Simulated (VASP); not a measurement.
**Cu: single point with LDA**

The system is Cu.

```
CELL_PARAMETERS angstrom
-1.39900 1.39900 1.39607
1.39900 -1.39900 1.39607
1.39900 1.39900 -1.39607
ATOMIC_POSITIONS crystal
Cu 0.00000 0.00000 0.00000
```

This isn't the form of Cu at room conditions, which is fcc.

```
Program             : VASP 6.6.1
Task                : single point
Functional          : LDA
Potentials or basis : VASP PAW LDA potentials, release 64 (Cu)
Cutoff              : 520 eV
k mesh              : 24 × 24 × 24
Occupations         : gaussian, width 0.15 eV
Spin                : no spin polarisation
```

| Item | Value |
| --- | --- |
| Pressure | 0.8 GPa |
| Band gap on the k mesh | zero (an odd number of electrons rules out a gap without spin polarisation) |

Levels at points of the mesh, in eV from the Fermi level:
```tsv
k point	band 2	band 3	band 4	band 5	band 6	band 7	band 8	band 9	band 10	band 11
(0.00, 0.00, 0.00)	-3.43	-3.42	-3.42	-2.27	-2.26	25.86	25.86	25.91	30.06	30.07
(0.50, 0.00, 0.00)	-4.23	-2.31	-2.14	-1.44	-0.77	4.76	18.13	18.36	22.34	25.62
(0.50, 0.50, 0.00)	-4.21	-2.32	-2.14	-1.44	-0.79	4.73	18.18	18.42	22.39	25.67
(0.50, 0.50, 0.50)	-5.13	-1.64	-1.64	-1.63	8.45	8.45	8.54	14.28	14.32	17.20
```

Wall time 97 s on 1 thread of Intel Xeon 8259CL, on a shared host, peak memory 0.24 GiB.
